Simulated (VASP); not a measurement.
Input of a VASP 6.6.1 run:

The input INCAR:

```
PREC = Accurate ; ENCUT = 520
EDIFF = 1E-7 ; ISMEAR = -1
SIGMA = 0.1 ; LREAL = False
LASPH = True ; NELM = 100
ALGO = Normal ; ISIF = 2
LWAVE = False ; LCHARG = False
GGA = RE ; NBANDS = 13
```

Contents of KPOINTS:

```
regular mesh
0
Gamma
  14 14 14
```

File POSCAR:

```
Ge
1.0
    0.0000000000      2.2076849556      2.2076849556
    2.2076849556      0.0000000000      2.2076849556
    2.2076849556      2.2076849556      0.0000000000
Ge
1
Direct
    0.0000000000      0.0000000000      0.0000000000
```

Potentials or basis: VASP PAW PBE potentials, release 64 (Ge_d).

The run is started by

```sh
$ cat potpaw_PBE.64/Ge_d/POTCAR > POTCAR
$ mpirun -np 1 vasp_std > vasp.out
```

(1) Estimate the pressure.

(2) What does it give for the band gap on the k mesh?

Answers

(1) -3.7 GPa.

(2) zero (band 7 reaches 13.36 eV, above the bottom of band 8 at 3.58 eV).

Caveat: the PAW data sets were made with another functional, which shifts forces and pressure a little.
